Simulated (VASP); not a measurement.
A run of VASP 6.6.1 is set up as follows.

The input INCAR:

```
  PREC = Accurate
  ENCUT = 520
  EDIFF = 1E-6
  ISMEAR = 0
  SIGMA = 0.1
  LREAL = F
  LASPH = T
  NELM = 150
  ALGO = Normal
  ISIF = 2
  LWAVE = F
  LCHARG = F
  ISPIN = 2
  MAGMOM = 0 0 0 0 0 1
  LORBIT = 11
  GGA = PE
  NBANDS = 25
```

The input KPOINTS:

```
regular mesh
0
Gamma
  6 6 2
```

POSCAR

```
Si5C
1.0
    2.7765106600      0.0000000000      0.0000000000
   -1.3882553300      2.4045287700      0.0000000000
    0.0000000000      0.0000000000     13.3001225800
Si C
5 1
Direct
    0.3333333300      0.6666666700      0.8333333300
    0.3333333300      0.6666666700      0.1666666700
    0.3333333300      0.6666666700      0.5000000000
    0.6666666700      0.3333333300      0.3333333300
    0.6666666700      0.3333333300      0.6666666700
    0.6666666700      0.3333333300      0.0000000000
```

Potentials or basis: VASP PAW PBE potentials, release 64 (Si, C).

Launch:

```bash
$ cat potpaw_PBE.64/Si/POTCAR potpaw_PBE.64/C/POTCAR > POTCAR
$ mpirun -np 1 vasp_std > vasp.out
```

Predict the net moment.

0.00 μB per cell.

What does it give for the pressure?

-8.7 GPa.

What does it give for the band gap on the k mesh?

Zero (filled and empty bands overlap).

What does it give for the largest force?

1.383 eV/Å.

Forces in eV/Å, atoms in the order of the input:
```
Si   0.000  0.000  1.383
Si   0.000  0.000 -1.383
Si   0.000  0.000  0.000
Si   0.000  0.000  0.180
Si   0.000  0.000 -0.180
C    0.000  0.000  0.000
```

Caveat: the k points lie up to 0.44 Å⁻¹ apart; forces of over 1 eV/Å act on the atoms, so gaps and moduli don't describe the material at rest.
